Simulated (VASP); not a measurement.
Runs of VASP 6.6.1 on Ti. The structure is that of space group Fm-3m (No. 225), or close to it. The cells are those of the table. 

| cell | k mesh | gap on the mesh (eV) | pressure (GPa) |
| --- | --- | --- | --- |
| a = 2.851 Å, angles 60.0°, 1 atom | 15 × 15 × 15 | none | 9.5 |
| a = 3.044 Å, angles 60.0°, 1 atom | 15 × 15 × 15 | none | -9.6 |
| a = 2.970 Å, angles 60.0°, 1 atom | 15 × 15 × 15 | none | (a) |
| a = 3.007 Å, angles 60.0°, 1 atom | 15 × 15 × 15 | none | (b) |
| a = 2.892 Å, angles 60.0°, 1 atom | 15 × 15 × 15 | none | 4.2 |
| a = 2.931 Å, angles 60.0°, 1 atom | 15 × 15 × 15 | none | -0.2 |
| a = 2.931 Å, angles 60.0°, 1 atom | 21 × 21 × 21 | none | -0.2 |
| a = 2.809 Å, angles 60.0°, 1 atom | 15 × 15 × 15 | none | 15.8 |

Alike in all rows: task single point; level revPBE; potentials or basis VASP PAW PBE potentials, release 64 (Ti_sv); no spin polarisation; cutoff (eV) 520; smearing fermi-dirac 0.1 eV.

Q: Estimate the missing entries.

A: (a) -3.9; (b) -7.0.

Caveats: the PAW data sets were made with another functional, which shifts forces and pressure a little.

A gap of «none» marks levels without a gap at the run's occupations.
